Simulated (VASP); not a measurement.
**BaTiO3: single point with PBE**

Crystal: BaTiO3.

```
Ba Ti O
1.0
     3.94716    0.00000    0.00000
     0.00000    3.94716    0.00000
     0.00000    0.00000    3.94716
Ba Ti O
1 1 3
Cartesian
  1.9736 1.9736 1.9736
  0.0000 0.0000 0.0000
  1.9736 0.0000 0.0000
  0.0000 1.9736 0.0000
  0.0000 0.0000 1.9736
```

```yaml
Program: VASP 6.6.1
Task: single point
Functional: PBE
Potentials_or_basis: VASP PAW PBE potentials, release 64 (Ba_sv, Ti_sv, O_h)
Cutoff: 1340 eV
k_mesh: 6 × 6 × 6
Occupations: fermi-dirac, width 0.01 eV
Spin: no spin polarisation
Dipole_correction: no
Further_INCAR_settings: ALGO = Normal; EDIFF = 1e-06; NBANDS = 28
```

```
Pressure               : 11.9 GPa
Band gap on the k mesh : 1.83 eV (least direct gap 1.93 eV)
```

Levels at points of the mesh, in eV from the valence-band top:
```tsv
k point	band 17	band 18	band 19	band 20	band 21	band 22	band 23	band 24
(0.00, 0.00, 0.00)	-1.16	-0.10	-0.10	-0.10	1.83	1.83	1.83	4.20
(0.50, 0.00, 0.00)	-1.88	-1.88	-0.71	-0.71	2.01	3.70	3.70	4.21
(0.50, 0.50, 0.00)	-1.69	-0.84	-0.84	-0.10	3.71	3.71	4.14	5.11
(0.50, 0.50, 0.50)	-2.38	0.00	0.00	0.00	4.43	4.43	4.43	6.92
```

It took 2.3 min on 1 thread of Intel(R) Xeon(R) Platinum 8259CL CPU @ 2.50GHz (Skylake/Cascade Lake), on a shared host, peak memory 0.42 GiB.

Caveat: the cell stands under pressure; spin-orbit coupling is left out, which moves the levels of the heavy elements. Expect the measured gap to be larger: semilocal functionals such as PBE lack the derivative discontinuity.
